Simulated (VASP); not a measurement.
# La2ScN3 in VASP: single point with PBEsol

Aim: the single point of La2ScN3 with PBEsol.

Program: VASP 6.6.1. These are calculated values, not measurements. Logs are shortened: lines on timing, memory, paths and dates and some standing lists are left out, and cuts for length are marked.

## Step 1: The cell of the first run

The typed cell holds 6 atoms: a = 6.086 Å, b = 6.086 Å, c = 3.440 Å, α = 106.42°, β = 106.41°, γ = 52.30°.

## Step 2: Single point, PBEsol

INCAR reads:

```
SYSTEM = La2ScN3
PREC = Accurate
ENCUT = 520
EDIFF = 1E-6
ISMEAR = -1
SIGMA = 0.05
LREAL = .False.
LASPH = .True.
NELM = 80
ALGO = Normal
ISIF = 2
LWAVE = .False.
LCHARG = .True.
GGA = PS
LELF = .True.
LVHAR = .True.
NBANDS = 33
```

KPOINTS reads:

```
regular mesh
0
Gamma
  6 6 6
  0 0 0
```

POSCAR reads:

```
La2ScN3
1.0
    5.4034131874     -2.6843916491     -0.7982671726
    5.4057169136      2.6797712664     -0.7971445341
   -0.5945408258     -0.0004934981      3.3879311528
La Sc N
2 1 3
Direct
    0.6321672281      0.7075795354      0.6610130708
    0.2976954908      0.3731094997      0.3265468031
   -0.0525506961      0.0578289070     -0.0062654259
    0.8492997486      0.8536968698      0.3427029217
    0.5632045531      0.4421032482     -0.0061792187
    0.1516001331      0.1560178439      0.6450296012
```

Potentials or basis: VASP PAW PBE potentials, release 64 (La, Sc_sv, N).

On the command line:

```console
cat potpaw_PBE.64/La/POTCAR potpaw_PBE.64/Sc_sv/POTCAR potpaw_PBE.64/N/POTCAR > POTCAR
mpirun -np 1 vasp_std > vasp.out
```

OUTCAR:

```text
SYSTEM = La2ScN3
   PREC = Accurate
   ENCUT = 520
   EDIFF = 1E-6
   ISMEAR = -1
   LREAL = .False.
   LASPH = .True.
   NELM = 80
   ISIF = 2
   GGA = PS

 ion  position               nearest neighbor table
   1  0.632  0.708  0.661-   6 2.50   5 2.50   5 2.50   4 2.56   4 2.56   3 3.45   2 3.47   2 3.62
                             2 3.62   2 3.62   2 3.62
   2  0.298  0.373  0.327-   4 2.50   5 2.50   5 2.50   6 2.56   6 2.56   3 3.45   1 3.47   1 3.62
                             1 3.62   1 3.62   1 3.62
   3  0.947  0.058  0.994-   5 2.06   4 2.34   6 2.34   4 2.34   6 2.34   2 3.45   1 3.45
   4  0.849  0.854  0.343-   3 2.34   3 2.34   2 2.50   1 2.56   1 2.56
   5  0.563  0.442  0.994-   3 2.06   1 2.50   1 2.50   2 2.50   2 2.50
   6  0.152  0.156  0.645-   3 2.34   3 2.34   1 2.50   2 2.56   2 2.56

  LATTYP: Found a base centered monoclinic cell.
 ALAT       =    11.6756781853
 B/A-ratio  =     0.2946041264
 C/A-ratio  =     0.4594305738
 COS(beta)  =    -0.4594004330

  Lattice vectors:

 A1 = (   5.4057169136,   2.6797712664,  -0.7971445341)
 A2 = (   4.8111760878,   2.6792777683,   2.5907866187)
 A3 = (  -0.0023037262,  -5.3641629155,  -0.0011226385)

Analysis of symmetry for initial positions (statically):
=====================================================================
 Subroutine PRICEL returns:
 Original cell was already a primitive cell.

 Routine SETGRP: Setting up the symmetry group for a
 base centered monoclinic supercell.

 Subroutine GETGRP returns: Found  1 space group operations
 (whereof  1 operations were pure point group operations)
 out of a pool of  4 trial point group operations.

The static configuration has the point symmetry C_1 .

Analysis of symmetry for dynamics (positions and initial velocities):
=====================================================================
 Subroutine PRICEL returns:
 Original cell was already a primitive cell.

 Routine SETGRP: Setting up the symmetry group for a
 base centered monoclinic supercell.

 Subroutine GETGRP returns: Found  1 space group operations
 (whereof  1 operations were pure point group operations)
 out of a pool of  4 trial point group operations.

The dynamic configuration has the point symmetry C_1 .

 Subroutine INISYM returns: Found  1 space group operations
 (whereof  1 operations are pure point group operations),
 and found     1 'primitive' translations

----------------------------------------------------------------------------------------

                                     Primitive cell

  volume of cell :      95.6754

  direct lattice vectors                    reciprocal lattice vectors
     5.403413187 -2.684391649 -0.798267173     0.094888445 -0.186466607  0.016624610
     5.405716914  2.679771266 -0.797144534     0.095060285  0.186378055  0.016709076
    -0.594540826 -0.000493498  3.387931153     0.044724379 -0.000082624  0.303013958

  length of vectors
     6.086054804  6.085917252  3.439702972     0.209880896  0.209886708  0.306296810

  position of ions in fractional coordinates (direct lattice)
     0.632167228  0.707579535  0.661013071
     0.297695491  0.373109500  0.326546803
     0.947449304  0.057828907  0.993734574
     0.849299749  0.853696870  0.342702922
     0.563204553  0.442103248  0.993820781
     0.151600133  0.156017844  0.645029601

  ion indices of the primitive-cell ions
   primitive index   ion index
                 1           1
                 2           2
                 3           3
                 4           4
                 5           5
                 6           6

----------------------------------------------------------------------------------------

 KPOINTS: regular mesh

Automatic generation of k-mesh.
 Grid dimensions read from file:
 generate k-points for:    6    6    6

 Generating k-lattice:

  Cartesian coordinates                     Fractional coordinates (reciprocal lattice)
     0.015814741 -0.031077768  0.002770768     0.166666667  0.000000000  0.000000000
     0.015843381  0.031063009  0.002784846    -0.000000000  0.166666667  0.000000000
     0.007454063 -0.000013771  0.050502326     0.000000000  0.000000000  0.166666667

  Length of vectors
     0.034980149  0.034981118  0.051049468

  Shift w.r.t. Gamma in fractional coordinates (k-lattice)
     0.000000000  0.000000000  0.000000000

 Subroutine IBZKPT returns following result:
 ===========================================

 Found    112 irreducible k-points:

 Following reciprocal coordinates:
            Coordinates               Weight
  0.000000  0.000000  0.000000      1.000000
  0.166667 -0.000000  0.000000      2.000000
  0.333333 -0.000000  0.000000      2.000000
  0.500000 -0.000000  0.000000      1.000000
  0.000000  0.166667  0.000000      2.000000
  0.166667  0.166667  0.000000      2.000000
[... 16 lines left out ...]
  0.166667  0.000000  0.166667      2.000000
 -0.333333 -0.166667  0.166667      2.000000
 [... further k-points ...]
   k-points           NKPTS =    112   k-points in BZ     NKDIM =    112   number of bands    NBANDS=     33
   number of dos      NEDOS =    301   number of ions     NIONS =      6
   total plane-waves  NPLWV =  64512
   dimension x,y,z NGX =    48 NGY =   48 NGZ =   28
   dimension x,y,z NGXF=    96 NGYF=   96 NGZF=   56
   ions per type =               2   1   3
   NGX,Y,Z   is equivalent  to a cutoff of  13.11, 13.11, 13.53 a.u.
   NGXF,Y,Z  is equivalent  to a cutoff of  26.22, 26.22, 27.07 a.u.
 SYSTEM =  La2ScN3
   PREC   = accura    normal or accurate (medium, high low for compatibility)
   ISTART =      0    job   : 0-new  1-cont  2-samecut
   ICHARG =      2    charge: 1-file 2-atom 10-const
   ISPIN  =      1    spin polarized calculation?
   LNONCOLLINEAR =      F non collinear calculations
   LSORBIT =      F    spin-orbit coupling
   LASPH  =      T    aspherical Exc in radial PAW
   ENCUT  =  520.0 eV  38.22 Ry    6.18 a.u.  11.32 11.32  6.40*2*pi/ulx,y,z
   NELM   =     80;   NELMIN=  2; NELMDL= -5     # of ELM steps
   EDIFF  = 0.1E-05   stopping-criterion for ELM
   LREAL  =      F    real-space projection
   EDIFFG = 0.1E-04   stopping-criterion for IOM
   NSW    =      0    number of steps for IOM
   IBRION =     -1    ionic relax: 0-MD 1-quasi-New 2-CG
   NFREE  =      0    steps in history (QN), initial steepest desc. (CG)
   ISIF   =      2    stress and relaxation
   ISYM   =      2    0-nonsym 1-usesym 2-fastsym
   POTIM  = 0.5000    time-step for ionic-motion
   TEBEG  =    0.0;   TEEND  =   0.0 temperature during run
   PSTRESS=    0.0 pullay stress
   NELECT =      48.0000    total number of electrons
   NUPDOWN=      -1.0000    fix difference up-down
   EMIN   =  10.00;   EMAX   =-10.00  energy-range for DOS
   EFERMI =   0.00;   METHOD = LEGACY
   ISMEAR =    -1;   SIGMA  =   0.05  broadening in eV -4-tet -1-fermi 0-gaus
   EFERMI_NEDOS =   21; number of points for ismear=-14 and -15
   IALGO  =     38    algorithm
   IMIX   =      4    mixing-type and parameters
     AMIX     =   0.40;   BMIX     =  1.00
     AMIX_MAG =   1.60;   BMIX_MAG =  1.00
  volume/ion in A,a.u.               =      15.95       107.61
  Fermi-wavevector in a.u.,A,eV,Ry     =   1.300834  2.458220 23.023356  1.692169
  Thomas-Fermi vector in A             =   2.432007
   LORBIT       =      0    0 simple, 1 ext, 2 COOP (PROOUT), +10 PAW based schemes
   GGA     = PS    functional components
   LHFCALC =     F    Hartree Fock is set to
   AEXX    =    0.0000 exact exchange contribution
   IVDW    =     0    specifies the selected vdW correction
   LEPSILON=     F    determine dielectric tensor
   LRPA    =     F    only Hartree local field effects (RPA)
 non-spin polarized calculation
  energy-cutoff  :      520.00
  volume of cell :       95.68
 maximum number of plane-waves:      2610
 NGX is ok and might be reduce to    48
   NGX = 23   NGY = 23   NGZ = 13

 number of electron      48.0000000 magnetization

 Free energy of the ion-electron system (eV)
  ---------------------------------------------------
  ext. energy  EPLUGINS =         0.00000000
  ---------------------------------------------------
  free energy    TOTEN  =       -51.98609141 eV

  energy without entropy =      -51.98450623  energy(sigma->0) =      -51.98529882

 E-fermi :   7.3795     XC(G=0): -11.1975

 val. band max:        7.3489366203   @ k =   0.5000   0.5000   0.0000
 cond. band min:       7.6672821519   @ k =   0.3333   0.5000   0.0000
 fundamental gap:      0.3183455316
 Fermi energy:         7.3795369574

 k-point     1 :       0.0000    0.0000    0.0000
  band No.  band energies     occupation
      1     -40.6034      2.00000
      2     -23.6669      2.00000
      3     -23.3389      2.00000
      4     -19.4786      2.00000
      5     -19.3716      2.00000
      6     -19.1999      2.00000
[... 25 lines left out ...]
     32      10.9309      0.00000
     33      11.2585      0.00000

 k-point     2 :       0.1667   -0.0000    0.0000
  band No.  band energies     occupation
      1     -40.6034      2.00000
      2     -23.6480      2.00000
      3     -23.3591      2.00000
      4     -19.4781      2.00000
      5     -19.3713      2.00000
      6     -19.1999      2.00000
[... 25 lines left out ...]
     32      11.1475      0.00000
     33      11.3045      0.00000

 k-point     3 :       0.3333   -0.0000    0.0000
  band No.  band energies     occupation
      1     -40.6034      2.00000
      2     -23.5982      2.00000
      3     -23.4118      2.00000
      4     -19.4770      2.00000
      5     -19.3706      2.00000
      6     -19.1998      2.00000
[... 25 lines left out ...]
     32      11.3796      0.00000
     33      11.4393      0.00000

 k-point     4 :       0.5000   -0.0000    0.0000
  band No.  band energies     occupation
      1     -40.6033      2.00000
      2     -23.5561      2.00000
      3     -23.4554      2.00000
      4     -19.4763      2.00000
      5     -19.3702      2.00000
      6     -19.1998      2.00000
[... 25 lines left out ...]
     32      11.4648      0.00000
     33      11.5745      0.00000

 k-point     5 :       0.0000    0.1667    0.0000
  band No.  band energies     occupation
      1     -40.6034      2.00000
      2     -23.6480      2.00000
      3     -23.3591      2.00000
      4     -19.4781      2.00000
      5     -19.3713      2.00000
      6     -19.1999      2.00000
[... 604 lines left out ...]
 k-point    22 :      -0.1667   -0.1667    0.1667
  band No.  band energies     occupation
      1     -40.6004      2.00000
      2     -23.5998      2.00000
      3     -23.3111      2.00000
      4     -19.4744      2.00000
      5     -19.3626      2.00000
      6     -19.2419      2.00000
[... 25 lines left out ...]
     32      11.1179      0.00000
     33      11.3514      0.00000

 k-point    23 :       0.1667    0.0000    0.1667
  band No.  band energies     occupation
      1     -40.6004      2.00000
      2     -23.5754      2.00000
      3     -23.3371      2.00000
      4     -19.4742      2.00000
      5     -19.3617      2.00000
      6     -19.2421      2.00000
[... 25 lines left out ...]
     32      11.3485      0.00000
     33      11.4301      0.00000

 k-point    24 :      -0.3333   -0.1667    0.1667
  band No.  band energies     occupation
      1     -40.6004      2.00000
      2     -23.5754      2.00000
      3     -23.3371      2.00000
      4     -19.4742      2.00000
      5     -19.3617      2.00000
      6     -19.2421      2.00000
[... 25 lines left out ...]
     32      11.3459      0.00000
     33      11.4193      0.00000

 [... further k-points ...]

------------------------ aborting loop because EDIFF is reached ----------------------------------------

  FORCE on cell =-STRESS in cart. coord.  units (eV):
  Direction    XX          YY          ZZ          XY          YZ          ZX
  --------------------------------------------------------------------------------------
  -------------------------------------------------------------------------------------
  Total        0.0012508      0.0250670      0.0418146      0.0013090      0.0006400     -0.0071819
  in kB        0.0209463      0.4197707      0.7002268      0.0219205      0.0107166     -0.1202681
  external PRESSURE =       0.3803146 kB  Pullay stress =       0.0000000 kB

 VOLUME and BASIS-vectors are now :
 -----------------------------------------------------------------------------
  energy-cutoff  :      520.00
  volume of cell :       95.68
      direct lattice vectors                 reciprocal lattice vectors
     5.403413187 -2.684391649 -0.798267173     0.094888445 -0.186466607  0.016624610
     5.405716914  2.679771266 -0.797144534     0.095060285  0.186378055  0.016709076
    -0.594540826 -0.000493498  3.387931153     0.044724379 -0.000082624  0.303013958

 POSITION                                       TOTAL-FORCE (eV/Angst)
 -----------------------------------------------------------------------------------
      6.84784      0.19884      1.17079         0.002193     -0.001280      0.000459
      3.43135      0.20056      0.57126        -0.002083     -0.001139     -0.000465
      4.84125     -2.38885      2.56429         0.000017     -0.039957      0.000205
      9.00021      0.00769     -0.19743        -0.036279     -0.005115     -0.006415
      4.84224     -0.32762      2.56499        -0.000219      0.052598      0.000032
      1.27905      0.01082      1.93993         0.036370     -0.005106      0.006184
 -----------------------------------------------------------------------------------
    total drift:                                0.000002      0.000457     -0.000307

  FREE ENERGIE OF THE ION-ELECTRON SYSTEM (eV)
  ---------------------------------------------------
  free  energy   TOTEN  =       -51.9860914064 eV

  energy  without entropy=      -51.9845062288  energy(sigma->0) =      -51.98529882
```

Run time: 14 min. Hardware: 1 thread of Intel Xeon Platinum 8259CL at 2.50GHz (Skylake/Cascade Lake), shared host; peak memory 0.51 GiB.

Results:

```
Free energy            : -51.9861 eV
Pressure               : 0.0 GPa
Largest force          : 0.053 eV/Å
Band gap on the k mesh : 0.08 eV (least direct gap 0.11 eV)
```

Forces in eV/Å, atoms in the order of the input:
```
La   0.002 -0.001  0.000
La  -0.002 -0.001  0.000
Sc   0.000 -0.040  0.000
N   -0.036 -0.005 -0.006
N    0.000  0.053  0.000
N    0.036 -0.005  0.006
```

Levels at points of the mesh, in eV from the valence-band top:
| k point | band 20 | band 21 | band 22 | band 23 | band 24 | band 25 | band 26 | band 27 | band 28 | band 29 |
| --- | --- | --- | --- | --- | --- | --- | --- | --- | --- | --- |
| (0.00, 0.00, 0.00) | -1.32 | -0.92 | -0.59 | -0.54 | -0.18 | 2.22 | 2.33 | 2.88 | 2.89 | 3.40 |
| (0.50, 0.00, 0.00) | -1.99 | -1.32 | -1.06 | -0.79 | -0.75 | 1.61 | 1.85 | 3.58 | 3.66 | 3.88 |
| (0.00, 0.50, 0.00) | -1.99 | -1.32 | -1.06 | -0.79 | -0.75 | 1.61 | 1.85 | 3.58 | 3.66 | 3.88 |
| (0.50, 0.50, 0.00) | -1.60 | -0.84 | -0.25 | -0.17 | -0.04 | 0.08 | 1.74 | 2.44 | 3.41 | 3.60 |
| (0.00, 0.00, 0.50) | -1.60 | -0.83 | -0.79 | -0.26 | -0.23 | 1.41 | 1.84 | 2.51 | 3.51 | 3.97 |
| (0.50, 0.50, 0.50) | -1.60 | -0.83 | -0.79 | -0.26 | -0.23 | 1.41 | 1.84 | 2.51 | 3.51 | 3.97 |
| (0.50, 0.00, 0.50) | -1.97 | -1.73 | -1.55 | -0.73 | -0.42 | 2.79 | 2.91 | 3.17 | 3.40 | 3.87 |
| (0.00, 0.50, 0.50) | -1.97 | -1.73 | -1.55 | -0.73 | -0.42 | 2.79 | 2.91 | 3.17 | 3.40 | 3.87 |

Caveat: the smearing spreads over this small gap; semilocal functionals underestimate gaps, and a narrow one can read as zero; the PAW data sets were made with another functional, which shifts forces and pressure a little; spin-orbit coupling is left out, which moves the levels of the heavy elements. A k mesh can miss the band edges.

The gap in the log of VASP goes by the Fermi energy; the results here count the filled bands.